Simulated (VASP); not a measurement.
# TaSi (NiAs type) (P6_3/mmc) in VASP: further runs

The runs below take TaSi (NiAs type) through single point, with PBE.

Everything below comes from runs of VASP 6.6.1. Logs are shortened: lines on timing, memory, paths and dates and some standing lists are left out, and cuts for length are marked.

## (1) The cell of the first run

Symmetry: P6_3/mmc, No. 194, hexagonal system. The conventional cell has a = 2.309 Å, b = 2.309 Å, c = 7.184 Å, α = 90.00°, β = 90.00°, γ = 120.00°. Within 3.0 Å of Ta (site symmetry -3m) lie 6 Si at 2.24 Å and 6 Ta at 2.31 Å. Within 3.0 Å of Si (site symmetry -6m2) lie 6 Ta at 2.24 Å and 6 Si at 2.31 Å.

## (2) Single point, PBE

Contents of INCAR:

```
SYSTEM = TaSi
PREC     = Accurate       ! precision mode
ENCUT    = 500            ! plane-wave cutoff, eV
EDIFF    = 1E-6           ! SCF threshold, eV
ISMEAR   = -1             ! smearing method
SIGMA    = 0.1            ! smearing width, eV
LREAL    = .False.        ! projectors in reciprocal space
LASPH    = .True.         ! aspherical terms in the spheres
NELM     = 120            ! most SCF steps
ALGO     = Normal         ! electronic algorithm
ISIF     = 2              ! what is computed and relaxed
LWAVE    = .False.        ! write WAVECAR
LCHARG   = .False.        ! write CHGCAR
GGA      = PE             ! functional
NBANDS   = 25             ! bands
GGA_COMPAT= .False.
```

Contents of KPOINTS:

```
regular mesh
0
Gamma
  12 12 7
  0 0 0
```

Contents of POSCAR:

```
TaSi
1.0
    2.3088115909      0.0000000000      0.0000000000
   -1.1544057955      1.9994894903      0.0000000000
    0.0000000000      0.0000000000      7.1839841334
Ta Si
2 2
Direct
    0.0000000000      0.0000000000      0.0000000000
    0.0000000000      0.0000000000      0.5000000000
    0.3333333333      0.6666666667      0.2500000000
    0.6666666667      0.3333333333      0.7500000000
```

Potentials or basis: VASP PAW PBE potentials, release 64 (Ta_sv_GW, Si).

The run is started by

```sh
> cat potpaw_PBE.64/Ta_sv_GW/POTCAR potpaw_PBE.64/Si/POTCAR > POTCAR
> mpirun -np 1 vasp_std > vasp.out
```

OUTCAR:

```text
SYSTEM = TaSi
   PREC = Accurate
   ENCUT = 500
   EDIFF = 1E-6
   ISMEAR = -1
   LREAL = .False.
   LASPH = .True.
   NELM = 120
   ISIF = 2
   GGA = PE

 ion  position               nearest neighbor table
   1  0.000  0.000  0.000-   3 2.24   4 2.24   4 2.24   3 2.24   4 2.24   3 2.24   3 3.21   4 3.21
                             3 3.21   4 3.21   3 3.21   4 3.21
   2  0.000  0.000  0.500-   3 2.24   4 2.24   4 2.24   3 2.24   4 2.24   3 2.24   3 3.21   4 3.21
                             3 3.21   4 3.21   3 3.21   4 3.21
   3  0.333  0.667  0.250-   1 2.24   2 2.24   1 2.24   2 2.24   1 2.24   2 2.24   1 3.21   2 3.21
                             1 3.21   2 3.21   1 3.21   2 3.21
   4  0.667  0.333  0.750-   1 2.24   2 2.24   1 2.24   2 2.24   1 2.24   2 2.24   1 3.21   2 3.21
                             1 3.21   2 3.21   1 3.21   2 3.21

  LATTYP: Found a hexagonal cell.
 ALAT       =     2.3088115909
 C/A-ratio  =     3.1115506184

  Lattice vectors:

 A1 = (   2.3088115909,   0.0000000000,   0.0000000000)
 A2 = (  -1.1544057955,   1.9994894903,   0.0000000000)
 A3 = (   0.0000000000,   0.0000000000,   7.1839841334)

Analysis of symmetry for initial positions (statically):
=====================================================================
 Subroutine PRICEL returns:
 Original cell was already a primitive cell.

 Routine SETGRP: Setting up the symmetry group for a
 hexagonal supercell.

 Subroutine GETGRP returns: Found 24 space group operations
 (whereof 12 operations were pure point group operations)
 out of a pool of 24 trial point group operations.

The static configuration has the point symmetry D_3d.
 The point group associated with its full space group is D_6h.

Analysis of symmetry for dynamics (positions and initial velocities):
=====================================================================
 Subroutine PRICEL returns:
 Original cell was already a primitive cell.

 Routine SETGRP: Setting up the symmetry group for a
 hexagonal supercell.

 Subroutine GETGRP returns: Found 24 space group operations
 (whereof 12 operations were pure point group operations)
 out of a pool of 24 trial point group operations.

The dynamic configuration has the point symmetry D_3d.
 The point group associated with its full space group is D_6h.

 Subroutine INISYM returns: Found 24 space group operations
 (whereof 12 operations are pure point group operations),
 and found     1 'primitive' translations

----------------------------------------------------------------------------------------

                                     Primitive cell

  volume of cell :      33.1645

  direct lattice vectors                    reciprocal lattice vectors
     2.308811591  0.000000000  0.000000000     0.433123259  0.250063830  0.000000000
    -1.154405795  1.999489490  0.000000000     0.000000000  0.500127660  0.000000000
     0.000000000  0.000000000  7.183984133     0.000000000  0.000000000  0.139198526

  length of vectors
     2.308811591  2.308811591  7.183984133     0.500127660  0.500127660  0.139198526

  position of ions in fractional coordinates (direct lattice)
     0.000000000  0.000000000  0.000000000
     0.000000000  0.000000000  0.500000000
     0.333333333  0.666666667  0.250000000
     0.666666667  0.333333333  0.750000000

  ion indices of the primitive-cell ions
   primitive index   ion index
                 1           1
                 2           2
                 3           3
                 4           4

----------------------------------------------------------------------------------------

 KPOINTS: regular mesh

Automatic generation of k-mesh.
 Grid dimensions read from file:
 generate k-points for:   12   12    7

 Generating k-lattice:

  Cartesian coordinates                     Fractional coordinates (reciprocal lattice)
     0.036093605  0.020838653  0.000000000     0.083333333  0.000000000  0.000000000
     0.000000000  0.041677305  0.000000000     0.000000000  0.083333333  0.000000000
     0.000000000  0.000000000  0.019885504     0.000000000  0.000000000  0.142857143

  Length of vectors
     0.041677305  0.041677305  0.019885504

  Shift w.r.t. Gamma in fractional coordinates (k-lattice)
     0.000000000  0.000000000  0.000000000

 Subroutine IBZKPT returns following result:
 ===========================================

 Found     76 irreducible k-points:

 Following reciprocal coordinates:
            Coordinates               Weight
  0.000000  0.000000  0.000000      1.000000
  0.083333  0.000000  0.000000      6.000000
  0.166667  0.000000  0.000000      6.000000
  0.250000 -0.000000  0.000000      6.000000
  0.333333  0.000000  0.000000      6.000000
  0.416667  0.000000  0.000000      6.000000
[... 16 lines left out ...]
  0.250000 -0.000000  0.142857     12.000000
  0.333333  0.000000  0.142857     12.000000
 [... further k-points ...]
   k-points           NKPTS =     76   k-points in BZ     NKDIM =     76   number of bands    NBANDS=     25
   number of dos      NEDOS =    301   number of ions     NIONS =      4
   total plane-waves  NPLWV =  17496
   dimension x,y,z NGX =    18 NGY =   18 NGZ =   54
   dimension x,y,z NGXF=    36 NGYF=   36 NGZF=  108
   ions per type =               2   2
   NGX,Y,Z   is equivalent  to a cutoff of  12.96, 12.96, 12.50 a.u.
   NGXF,Y,Z  is equivalent  to a cutoff of  25.92, 25.92, 24.99 a.u.
 SYSTEM =  TaSi
   PREC   = accura    normal or accurate (medium, high low for compatibility)
   ISTART =      0    job   : 0-new  1-cont  2-samecut
   ICHARG =      2    charge: 1-file 2-atom 10-const
   ISPIN  =      1    spin polarized calculation?
   LNONCOLLINEAR =      F non collinear calculations
   LSORBIT =      F    spin-orbit coupling
   LASPH  =      T    aspherical Exc in radial PAW
   ENCUT  =  500.0 eV  36.75 Ry    6.06 a.u.   4.21  4.21 13.10*2*pi/ulx,y,z
   NELM   =    120;   NELMIN=  2; NELMDL= -5     # of ELM steps
   EDIFF  = 0.1E-05   stopping-criterion for ELM
   LREAL  =      F    real-space projection
   EDIFFG = 0.1E-04   stopping-criterion for IOM
   NSW    =      0    number of steps for IOM
   IBRION =     -1    ionic relax: 0-MD 1-quasi-New 2-CG
   NFREE  =      0    steps in history (QN), initial steepest desc. (CG)
   ISIF   =      2    stress and relaxation
   ISYM   =      2    0-nonsym 1-usesym 2-fastsym
   POTIM  = 0.5000    time-step for ionic-motion
   TEBEG  =    0.0;   TEEND  =   0.0 temperature during run
   PSTRESS=    0.0 pullay stress
   NELECT =      34.0000    total number of electrons
   NUPDOWN=      -1.0000    fix difference up-down
   EMIN   =  10.00;   EMAX   =-10.00  energy-range for DOS
   EFERMI =   0.00;   METHOD = LEGACY
   ISMEAR =    -1;   SIGMA  =   0.10  broadening in eV -4-tet -1-fermi 0-gaus
   EFERMI_NEDOS =   21; number of points for ismear=-14 and -15
   IALGO  =     38    algorithm
   IMIX   =      4    mixing-type and parameters
     AMIX     =   0.40;   BMIX     =  1.00
     AMIX_MAG =   1.60;   BMIX_MAG =  1.00
  volume/ion in A,a.u.               =       8.29        55.95
  Fermi-wavevector in a.u.,A,eV,Ry     =   1.650733  3.119433 37.074775  2.724919
  Thomas-Fermi vector in A             =   2.739632
   LORBIT       =      0    0 simple, 1 ext, 2 COOP (PROOUT), +10 PAW based schemes
   GGA     = PE    functional components
   LHFCALC =     F    Hartree Fock is set to
   AEXX    =    0.0000 exact exchange contribution
   IVDW    =     0    specifies the selected vdW correction
   LEPSILON=     F    determine dielectric tensor
   LRPA    =     F    only Hartree local field effects (RPA)
 non-spin polarized calculation
  energy-cutoff  :      500.00
  volume of cell :       33.16
 maximum number of plane-waves:       856
 NGX is ok and might be reduce to    18
   NGX =  9   NGY =  9   NGZ = 27

 number of electron      34.0000002 magnetization

 Free energy of the ion-electron system (eV)
  ---------------------------------------------------
  ext. energy  EPLUGINS =         0.00000000
  ---------------------------------------------------
  free energy    TOTEN  =       -16.18920938 eV

  energy without entropy =      -16.15398859  energy(sigma->0) =      -16.17159898

 E-fermi :  22.2037     XC(G=0): -15.8789

 val. band max:       22.1733639817   @ k =   0.1667   0.1667   0.2857
 cond. band min:      22.2483628956   @ k =   0.3333   0.3333   0.0000
 fundamental gap:      0.0749989139
 Fermi energy:        22.2036852230

 k-point     1 :       0.0000    0.0000    0.0000
  band No.  band energies     occupation
      1     -45.6944      2.00000
      2     -45.6864      2.00000
      3     -13.7351      2.00000
      4     -13.3688      2.00000
      5      -8.9517      2.00000
      6      -8.9517      2.00000
[... 17 lines left out ...]
     24      30.6714      0.00000
     25      35.4775      0.00000

 k-point     2 :       0.0833    0.0000    0.0000
  band No.  band energies     occupation
      1     -45.6186      2.00000
      2     -45.6108      2.00000
      3     -13.6329      2.00000
      4     -13.2772      2.00000
      5      -9.5490      2.00000
      6      -9.5376      2.00000
[... 17 lines left out ...]
     24      31.6749      0.00000
     25      33.6375      0.00000

 k-point     3 :       0.1667    0.0000    0.0000
  band No.  band energies     occupation
      1     -45.4076      2.00000
      2     -45.4005      2.00000
      3     -13.3445      2.00000
      4     -13.0192      2.00000
      5     -11.0228      2.00000
      6     -10.9997      2.00000
[... 17 lines left out ...]
     24      30.6900      0.00000
     25      33.1655      0.00000

 k-point     4 :       0.2500   -0.0000    0.0000
  band No.  band energies     occupation
      1     -45.1093      2.00000
      2     -45.1034      2.00000
      3     -12.9284      2.00000
      4     -12.7757      2.00000
      5     -12.7481      2.00000
      6     -12.6451      2.00000
[... 17 lines left out ...]
     24      29.0190      0.00000
     25      32.6108      0.00000
[... 477 lines left out ...]
 k-point    22 :       0.1667    0.0000    0.1429
  band No.  band energies     occupation
      1     -45.4073      2.00000
      2     -45.4008      2.00000
      3     -13.3289      2.00000
      4     -13.0360      2.00000
      5     -11.0215      2.00000
      6     -11.0008      2.00000
[... 17 lines left out ...]
     24      31.0307      0.00000
     25      33.1891      0.00000

 k-point    23 :       0.2500   -0.0000    0.1429
  band No.  band energies     occupation
      1     -45.1090      2.00000
      2     -45.1036      2.00000
      3     -12.9158      2.00000
      4     -12.7760      2.00000
      5     -12.7483      2.00000
      6     -12.6578      2.00000
[... 17 lines left out ...]
     24      29.3731      0.00000
     25      32.3878      0.00000

 k-point    24 :       0.3333    0.0000    0.1429
  band No.  band energies     occupation
      1     -44.7980      2.00000
      2     -44.7938      2.00000
      3     -14.3356      2.00000
      4     -14.3042      2.00000
      5     -12.4649      2.00000
      6     -12.2581      2.00000
[... 17 lines left out ...]
     24      30.3067      0.00000
     25      31.5136      0.00000

 [... further k-points ...]
[... 5 lines left out ...]
  --------------------------------------------------------------------------------------
  -------------------------------------------------------------------------------------
  Total       89.3990290     89.3990290     89.3788624     -0.0000000      0.0000000      0.0000000
  in kB     4318.8726668   4318.8726669   4317.8984152     -0.0000001      0.0000000      0.0000000
  external PRESSURE =    4318.5479163 kB  Pullay stress =       0.0000000 kB

 VOLUME and BASIS-vectors are now :
 -----------------------------------------------------------------------------
  energy-cutoff  :      500.00
  volume of cell :       33.16
      direct lattice vectors                 reciprocal lattice vectors
     2.308811591  0.000000000  0.000000000     0.433123259  0.250063830  0.000000000
    -1.154405795  1.999489490  0.000000000     0.000000000  0.500127660  0.000000000
     0.000000000  0.000000000  7.183984133     0.000000000  0.000000000  0.139198526

 POSITION                                       TOTAL-FORCE (eV/Angst)
 -----------------------------------------------------------------------------------
      0.00000      0.00000      0.00000         0.000000      0.000000      0.000000
      0.00000      0.00000      3.59199        -0.000000      0.000000      0.000000
     -0.00000      1.33299      1.79600         0.000000     -0.000000      0.000000
      1.15441      0.66650      5.38799        -0.000000      0.000000      0.000000
 -----------------------------------------------------------------------------------
    total drift:                                0.000000      0.000000      0.000000

  FREE ENERGIE OF THE ION-ELECTRON SYSTEM (eV)
  ---------------------------------------------------
  free  energy   TOTEN  =       -16.1892093758 eV

  energy  without entropy=      -16.1539885911  energy(sigma->0) =      -16.17159898
```

Wall time 26 s (1 thread of Intel Xeon 6975P-C (Granite Rapids), shared host); peak memory 0.19 GiB.

Results:

| Property | Result |
| --- | --- |
| Free energy | -16.1892 eV |
| Pressure | 431.9 GPa |
| Band gap on the k mesh | zero (bands 17 and 18 overlap by 4.09 eV) |

Levels at points of the mesh, in eV from the Fermi level:
```
           k point  band 15  band 16  band 17  band 18  band 19  band 20
(0.00, 0.00, 0.00)    -0.43    -0.43    -0.36    -0.36     5.14     5.14
(0.50, 0.00, 0.00)    -5.48    -1.07     0.75     1.84     2.35     3.76
```

Caveat: the cell stands under pressure; spin-orbit coupling is left out, which moves the levels of the heavy elements.

(Part 1 of 2 ends here.)

The gap in the log of VASP goes by the Fermi energy; the results here count the filled bands.